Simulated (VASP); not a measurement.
# Na4Au in VASP: notebook

Na4Au is run at these levels: PBE; tasks: single point.

Everything below comes from runs of VASP 6.6.1. Logs are shortened: lines on timing, memory, paths and dates and some standing lists are left out, and cuts for length are marked.

### 1 The cell of the first run

The structure is monoclinic, space group C2 (No. 5). Conventional cell: a = 9.455 Å, b = 6.841 Å, c = 6.532 Å, α = 90.00°, β = 131.92°, γ = 90.00°. Na (site symmetry 1) has 2 Au at 3.01 Å and 11 Na at 3.54 to 4.29 Å within 4.3 Å. Na (site symmetry 1) has 2 Au at 3.03 to 3.08 Å and 9 Na at 3.54 to 4.00 Å within 4.0 Å. Au (site symmetry 2) has 8 Na at 3.01 to 3.08 Å within 4.0 Å.

### 2 Single point, PBE

INCAR

```
SYSTEM = Na4Au
ALGO     = Fast           ! electronic algorithm
EDIFF    = 1E-7           ! SCF threshold, eV
ENCUT    = 520            ! plane-wave cutoff, eV
GGA      = PE             ! functional
ISIF     = 2              ! what is computed and relaxed
ISMEAR   = 0              ! smearing method
LASPH    = .TRUE.         ! aspherical terms in the spheres
LCHARG   = .FALSE.        ! write CHGCAR
LREAL    = .FALSE.        ! projectors in reciprocal space
LWAVE    = .FALSE.        ! write WAVECAR
NBANDS   = 28             ! bands
NELM     = 80             ! most SCF steps
PREC     = Accurate       ! precision mode
SIGMA    = 0.1            ! smearing width, eV
```

KPOINTS

```
k-points
0
G
  4 4 4
  0 0 0
```

POSCAR

```
Na4Au
1.0
    4.7274013049     -3.4203714098      0.0000000000
    4.7274013049      3.4203714098      0.0000000000
   -4.3641545672      0.0000000000      4.8605306444
Na Au
4 1
Direct
    0.8588704913      0.4876448301      0.4117204245
    0.1382078567      0.5116543611      0.0582181068
    0.4883456389      0.8617921433      0.9417818932
    0.5123551699      0.1411295087      0.5882795755
    0.0042748475      0.9957251525      0.5000000000
```

Potentials or basis: VASP PAW PBE potentials, release 64 (Na_pv, Au).

Run with:

```bash
cat potpaw_PBE.64/Na_pv/POTCAR potpaw_PBE.64/Au/POTCAR > POTCAR
mpirun -np 1 vasp_std > vasp.out
```

OUTCAR:

```text
SYSTEM = Na4Au
   EDIFF = 1E-7
   ENCUT = 520
   GGA = PE
   ISIF = 2
   ISMEAR = 0
   LASPH = .TRUE.
   LREAL = .FALSE.
   NELM = 80
   PREC = Accurate

 ion  position               nearest neighbor table
   1  0.859  0.488  0.412-   5 3.01   5 3.01
   2  0.138  0.512  0.058-   5 3.03   5 3.08
   3  0.488  0.862  0.942-   5 3.03   5 3.08
   4  0.512  0.141  0.588-   5 3.01   5 3.01
   5  0.004  0.996  0.500-   1 3.01   4 3.01   4 3.01   1 3.01   2 3.03   3 3.03   2 3.08   3 3.08

  LATTYP: Found a base centered monoclinic cell.
 ALAT       =     9.4548026098
 B/A-ratio  =     0.7235204268
 C/A-ratio  =     0.6908948014
 COS(beta)  =    -0.6680911711

  Lattice vectors:

 A1 = (   4.7274013049,  -3.4203714098,   0.0000000000)
 A2 = (   4.7274013049,   3.4203714098,   0.0000000000)
 A3 = (  -4.3641545672,   0.0000000000,   4.8605306444)

Analysis of symmetry for initial positions (statically):
=====================================================================
 Subroutine PRICEL returns:
 Original cell was already a primitive cell.

 Routine SETGRP: Setting up the symmetry group for a
 base centered monoclinic supercell.

 Subroutine GETGRP returns: Found  2 space group operations
 (whereof  2 operations were pure point group operations)
 out of a pool of  4 trial point group operations.

The static configuration has the point symmetry C_2 .

Analysis of symmetry for dynamics (positions and initial velocities):
=====================================================================
 Subroutine PRICEL returns:
 Original cell was already a primitive cell.

 Routine SETGRP: Setting up the symmetry group for a
 base centered monoclinic supercell.

 Subroutine GETGRP returns: Found  2 space group operations
 (whereof  2 operations were pure point group operations)
 out of a pool of  4 trial point group operations.

The dynamic configuration has the point symmetry C_2 .

 Subroutine INISYM returns: Found  2 space group operations
 (whereof  2 operations are pure point group operations),
 and found     1 'primitive' translations

----------------------------------------------------------------------------------------

                                     Primitive cell

  volume of cell :     157.1844

  direct lattice vectors                    reciprocal lattice vectors
     4.727401305 -3.420371410  0.000000000     0.105766354 -0.146182955  0.094965087
     4.727401305  3.420371410  0.000000000     0.105766354  0.146182955  0.094965087
    -4.364154567  0.000000000  4.860530644     0.000000000  0.000000000  0.205738853

  length of vectors
     5.835003314  5.835003314  6.532273971     0.203897881  0.203897881  0.205738853

  position of ions in fractional coordinates (direct lattice)
     0.858870491  0.487644830  0.411720424
     0.138207857  0.511654361  0.058218107
     0.488345639  0.861792143  0.941781893
     0.512355170  0.141129509  0.588279576
     0.004274847  0.995725153  0.500000000

  ion indices of the primitive-cell ions
   primitive index   ion index
                 1           1
                 2           2
                 3           3
                 4           4
                 5           5

----------------------------------------------------------------------------------------

 KPOINTS: k-points

Automatic generation of k-mesh.
 Grid dimensions read from file:
 generate k-points for:    4    4    4

 Generating k-lattice:

  Cartesian coordinates                     Fractional coordinates (reciprocal lattice)
     0.026441589 -0.036545739  0.023741272     0.250000000  0.000000000  0.000000000
     0.026441589  0.036545739  0.023741272     0.000000000  0.250000000  0.000000000
     0.000000000  0.000000000  0.051434713     0.000000000  0.000000000  0.250000000

  Length of vectors
     0.050974470  0.050974470  0.051434713

  Shift w.r.t. Gamma in fractional coordinates (k-lattice)
     0.000000000  0.000000000  0.000000000

 Subroutine IBZKPT returns following result:
 ===========================================

 Found     24 irreducible k-points:

 Following reciprocal coordinates:
            Coordinates               Weight
  0.000000  0.000000  0.000000      1.000000
  0.250000 -0.000000  0.000000      4.000000
  0.500000 -0.000000  0.000000      2.000000
  0.250000  0.250000  0.000000      2.000000
  0.500000  0.250000  0.000000      4.000000
 -0.250000  0.250000  0.000000      2.000000
[... 16 lines left out ...]
 -0.250000  0.250000  0.500000      2.000000
  0.500000  0.500000  0.500000      1.000000
   k-points           NKPTS =     24   k-points in BZ     NKDIM =     24   number of bands    NBANDS=     28
   number of dos      NEDOS =    301   number of ions     NIONS =      5
   total plane-waves  NPLWV = 115200
   dimension x,y,z NGX =    48 NGY =   48 NGZ =   50
   dimension x,y,z NGXF=    96 NGYF=   96 NGZF=  100
   ions per type =               4   1
   NGX,Y,Z   is equivalent  to a cutoff of  13.68, 13.68, 12.72 a.u.
   NGXF,Y,Z  is equivalent  to a cutoff of  27.35, 27.35, 25.45 a.u.
 SYSTEM =  Na4Au
   PREC   = accura    normal or accurate (medium, high low for compatibility)
   ISTART =      0    job   : 0-new  1-cont  2-samecut
   ICHARG =      2    charge: 1-file 2-atom 10-const
   ISPIN  =      1    spin polarized calculation?
   LNONCOLLINEAR =      F non collinear calculations
   LSORBIT =      F    spin-orbit coupling
   LASPH  =      T    aspherical Exc in radial PAW
   ENCUT  =  520.0 eV  38.22 Ry    6.18 a.u.  10.85 10.85 12.15*2*pi/ulx,y,z
   NELM   =     80;   NELMIN=  2; NELMDL= -5     # of ELM steps
   EDIFF  = 0.1E-06   stopping-criterion for ELM
   LREAL  =      F    real-space projection
   EDIFFG = 0.1E-05   stopping-criterion for IOM
   NSW    =      0    number of steps for IOM
   IBRION =     -1    ionic relax: 0-MD 1-quasi-New 2-CG
   NFREE  =      0    steps in history (QN), initial steepest desc. (CG)
   ISIF   =      2    stress and relaxation
   ISYM   =      2    0-nonsym 1-usesym 2-fastsym
   POTIM  = 0.5000    time-step for ionic-motion
   TEBEG  =    0.0;   TEEND  =   0.0 temperature during run
   PSTRESS=    0.0 pullay stress
   NELECT =      39.0000    total number of electrons
   NUPDOWN=      -1.0000    fix difference up-down
   EMIN   =  10.00;   EMAX   =-10.00  energy-range for DOS
   EFERMI =   0.00;   METHOD = LEGACY
   ISMEAR =     0;   SIGMA  =   0.10  broadening in eV -4-tet -1-fermi 0-gaus
   EFERMI_NEDOS =   21; number of points for ismear=-14 and -15
   IALGO  =     68    algorithm
   IMIX   =      4    mixing-type and parameters
     AMIX     =   0.40;   BMIX     =  1.00
     AMIX_MAG =   1.60;   BMIX_MAG =  1.00
  volume/ion in A,a.u.               =      31.44       212.15
  Fermi-wavevector in a.u.,A,eV,Ry     =   1.028711  1.943981 14.398305  1.058246
  Thomas-Fermi vector in A             =   2.162721
   LORBIT       =      0    0 simple, 1 ext, 2 COOP (PROOUT), +10 PAW based schemes
   GGA     = PE    functional components
   LHFCALC =     F    Hartree Fock is set to
   AEXX    =    0.0000 exact exchange contribution
   IVDW    =     0    specifies the selected vdW correction
   LEPSILON=     F    determine dielectric tensor
   LRPA    =     F    only Hartree local field effects (RPA)
 non-spin polarized calculation
 RMM-DIIS sequential band-by-band and
 Gauss-broadening in eV      SIGMA  =   0.10
  energy-cutoff  :      520.00
  volume of cell :      157.18
 maximum number of plane-waves:      4256
 NGX is ok and might be reduce to    48
   NGX = 21   NGY = 21   NGZ = 25

 number of electron      38.9999995 magnetization

 Free energy of the ion-electron system (eV)
  ---------------------------------------------------
  ext. energy  EPLUGINS =         0.00000000
  ---------------------------------------------------
  free energy    TOTEN  =        -9.24385732 eV

  energy without entropy =       -9.23629442  energy(sigma->0) =       -9.24007587

 E-fermi :   1.1224     XC(G=0):  -7.2672

 val. band max:        1.0662260556   @ k =   0.5000   0.2500   0.2500
 cond. band min:       1.1990190012   @ k =   0.2500   0.2500   0.2500
 fundamental gap:      0.1327929457
 Fermi energy:         1.1223654261

 k-point     1 :       0.0000    0.0000    0.0000
  band No.  band energies     occupation
      1     -23.4536      2.00000
      2     -23.4424      2.00000
      3     -23.4381      2.00000
      4     -23.4340      2.00000
      5     -23.4135      2.00000
      6     -23.4096      2.00000
[... 20 lines left out ...]
     27       4.9101      0.00000
     28       5.9816      0.00000

 k-point     2 :       0.2500   -0.0000    0.0000
  band No.  band energies     occupation
      1     -23.4504      2.00000
      2     -23.4433      2.00000
      3     -23.4378      2.00000
      4     -23.4357      2.00000
      5     -23.4134      2.00000
      6     -23.4082      2.00000
[... 20 lines left out ...]
     27       6.0857      0.00000
     28       6.7234      0.00000

 k-point     3 :       0.5000   -0.0000    0.0000
  band No.  band energies     occupation
      1     -23.4453      2.00000
      2     -23.4442      2.00000
      3     -23.4395      2.00000
      4     -23.4360      2.00000
      5     -23.4118      2.00000
      6     -23.4092      2.00000
[... 20 lines left out ...]
     27       6.0908      0.00000
     28       7.8418      0.00000

 k-point     4 :       0.2500    0.2500    0.0000
  band No.  band energies     occupation
      1     -23.4521      2.00000
      2     -23.4427      2.00000
      3     -23.4383      2.00000
      4     -23.4344      2.00000
      5     -23.4145      2.00000
      6     -23.4083      2.00000
[... 578 lines left out ...]
     27       7.2289      0.00000
     28       7.6149      0.00000

 k-point    23 :      -0.2500    0.2500    0.5000
  band No.  band energies     occupation
      1     -23.4449      2.00000
      2     -23.4448      2.00000
      3     -23.4401      2.00000
      4     -23.4323      2.00000
      5     -23.4110      2.00000
      6     -23.4106      2.00000
[... 20 lines left out ...]
     27       6.4609      0.00000
     28       6.7448      0.00000

 k-point    24 :       0.5000    0.5000    0.5000
  band No.  band energies     occupation
      1     -23.4535      2.00000
      2     -23.4408      2.00000
      3     -23.4383      2.00000
      4     -23.4327      2.00000
      5     -23.4158      2.00000
      6     -23.4047      2.00000
[... 20 lines left out ...]
     27       6.6529      0.00000
     28       7.9393      0.00000

------------------------ aborting loop because EDIFF is reached ----------------------------------------

  FORCE on cell =-STRESS in cart. coord.  units (eV):
  Direction    XX          YY          ZZ          XY          YZ          ZX
  --------------------------------------------------------------------------------------
  -------------------------------------------------------------------------------------
  Total        0.2455727      0.0546460     -0.1761007      0.0000000      0.0000000      0.0521945
  in kB        2.5031174      0.5570052     -1.7949908      0.0000000      0.0000000      0.5320180
  external PRESSURE =       0.4217106 kB  Pullay stress =       0.0000000 kB

 VOLUME and BASIS-vectors are now :
 -----------------------------------------------------------------------------
  energy-cutoff  :      520.00
  volume of cell :      157.18
      direct lattice vectors                 reciprocal lattice vectors
     4.727401305 -3.420371410  0.000000000     0.105766354 -0.146182955  0.094965087
     4.727401305  3.420371410  0.000000000     0.105766354  0.146182955  0.094965087
    -4.364154567  0.000000000  4.860530644     0.000000000  0.000000000  0.205738853

 POSITION                                       TOTAL-FORCE (eV/Angst)
 -----------------------------------------------------------------------------------
      4.56871     -1.26973      2.00118        -0.016377     -0.006829     -0.011855
      2.81809      1.27733      0.28297        -0.003893     -0.003774     -0.000868
      2.27256      1.27733      4.57756         0.003893     -0.003774      0.000868
      0.52194     -1.26973      2.85935         0.016377     -0.006829      0.011855
      2.54532      3.39113      2.43027        -0.000000      0.021206      0.000000
 -----------------------------------------------------------------------------------
    total drift:                                0.000000      0.000225     -0.000000

  FREE ENERGIE OF THE ION-ELECTRON SYSTEM (eV)
  ---------------------------------------------------
  free  energy   TOTEN  =        -9.2438573182 eV

  energy  without entropy=       -9.2362944188  energy(sigma->0) =       -9.24007587
```

Run time: 5.3 min. Hardware: 1 thread of Oxide Virtual Turin-like, shared host; peak memory 0.34 GiB.

What came out:

* Free energy: -9.2439 eV
* Pressure: 0.0 GPa
* Largest force: 0.021 eV/Å
* Band gap on the k mesh: zero (an odd number of electrons rules out a gap without spin polarisation)

Forces in eV/Å, atoms in the order of the input:
```
Na  -0.016 -0.007 -0.012
Na  -0.004 -0.004 -0.001
Na   0.004 -0.004  0.001
Na   0.016 -0.007  0.012
Au   0.000  0.021  0.000
```

Caveat: spin-orbit coupling is left out, which moves the levels of the heavy elements.

[end of part 1 of 2]

The gap in the log of VASP goes by the Fermi energy; the results here count the filled bands.